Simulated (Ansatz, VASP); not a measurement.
## BAs in VASP and in Ansatz

The input INCAR:

```
SYSTEM = BAs
ALGO     = Normal         ! electronic algorithm
EDIFF    = 1E-6           ! SCF threshold, eV
ENCUT    = 520            ! plane-wave cutoff, eV
ISIF     = 2              ! what is computed and relaxed
ISMEAR   = 0              ! smearing method
LASPH    = .TRUE.         ! aspherical terms in the spheres
LCHARG   = .FALSE.        ! write CHGCAR
LREAL    = .FALSE.        ! projectors in reciprocal space
LWAVE    = .FALSE.        ! write WAVECAR
NBANDS   = 11             ! bands
NELM     = 60             ! most SCF steps
PREC     = Accurate       ! precision mode
SIGMA    = 0.1            ! smearing width, eV
```

Contents of KPOINTS:

```
k-points
0
G
  6 6 6
  0 0 0
```

Contents of POSCAR:

```
BAs
1.0
    0.0000000000      2.3885000000      2.3885000000
    2.3885000000      0.0000000000      2.3885000000
    2.3885000000      2.3885000000      0.0000000000
B As
1 1
Direct
    0.0000000000      0.0000000000      0.0000000000
    0.7500000000      0.7500000000      0.7500000000
```

Input for Ansatz:

```yaml
crystal:
  lattice:
    - [0.0, 2.3885, 2.3885]
    - [2.3885, 0.0, 2.3885]
    - [2.3885, 2.3885, 0.0]
  atoms:
    - { symbol: B, position: [0.0, 0.0, 0.0] }
    - { symbol: As, position: [0.75, 0.75, 0.75] }
basis:
  ecutwfc: 420
kpoints:
  mp_grid: { grid: [6, 6, 6] }
hamiltonian:
  xc: lda
scf:
  occupations: { method: gaussian, width: 0.1 }
output:
  forces: true
  stress: true
  eigenvalues: true
```

Alike in both runs: task single point; functional LDA; k mesh 6 × 6 × 6; occupations gaussian, width 0.1 eV; no spin polarisation.

|  | VASP | Ansatz |
| --- | --- | --- |
| version | VASP 6.6.1 | Ansatz 0.2.0 |
| potentials or method | VASP PAW LDA potentials, release 64 (B, As), cutoff 520 eV | scalar-relativistic, plane waves, PAW |
| valence electrons in the cell | 8 | 18 |

Ansatz gave:

- gap on the k mesh at the Fermi level (eV): 1.23
- least direct gap on the mesh (eV): 3.25
- pressure (GPa): -3.9

Task: Which values does VASP return?

Result: gap on the k mesh at the Fermi level (eV): 1.22; least direct gap on the mesh (eV): 3.25; pressure (GPa): -3.1.

LDA's correlation is that of Perdew and Zunger in VASP and of Perdew and Wang (1992) in Ansatz. VASP's potentials hold 8 valence electrons a cell and Ansatz's 18, so a difference there can come from the potentials and not from the codes.
